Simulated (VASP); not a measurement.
Wanted: the native input for a VASP 6.6.1 run.

```
Task                   : single point
Functional             : PBE
Potentials or basis    : VASP PAW PBE potentials, release 64 (Be, Te)
Cutoff                 : 600 eV
k mesh                 : 8 × 8 × 8
Occupations            : gaussian, width 0.02 eV
Spin                   : no spin polarisation
Dipole correction      : no
Further INCAR settings : ALGO = Normal; EDIFF = 1e-06; NBANDS = 11
```

The structure of BeTe lies in POSCAR:

```
BeTe
1.0
    0.0000000000      2.7137398410      2.7137398410
    2.7137398410      0.0000000000      2.7137398410
    2.7137398410      2.7137398410      0.0000000000
Be Te
1 1
Direct
    0.0000000000      0.0000000000      0.0000000000
    0.2500000000      0.2500000000      0.2500000000
```

This cell differs from its parent crystal: volume scaled by 0.88.

The input as run:

INCAR

```
SYSTEM = BeTe
PREC = Accurate ; ENCUT = 600
EDIFF = 1E-6 ; ISMEAR = 0
SIGMA = 0.02 ; LREAL = .False.
LASPH = .True. ; NELM = 120
ALGO = Normal ; ISIF = 2
LWAVE = .False. ; LCHARG = .False.
GGA = PE ; NBANDS = 11
GGA_COMPAT = .False.
```

KPOINTS

```
regular mesh
0
Gamma
  8 8 8
  0 0 0
```

Potentials or basis: VASP PAW PBE potentials, release 64 (Be, Te).

Launch:

```sh
$ cat potpaw_PBE.64/Be/POTCAR potpaw_PBE.64/Te/POTCAR > POTCAR
$ mpirun -np 1 vasp_std > vasp.out
```

It gave:

```yaml
Pressure: 9.5 GPa
Band_gap_on_the_k_mesh: 1.68 eV, indirect (least direct gap 3.50 eV)
```

Caveat: spin-orbit coupling is left out, which moves the levels of the heavy elements.

Wall time 28 s on 1 thread of AMD EPYC 7R13 Processor (Zen 3), on a shared host, peak memory 0.15 GiB.
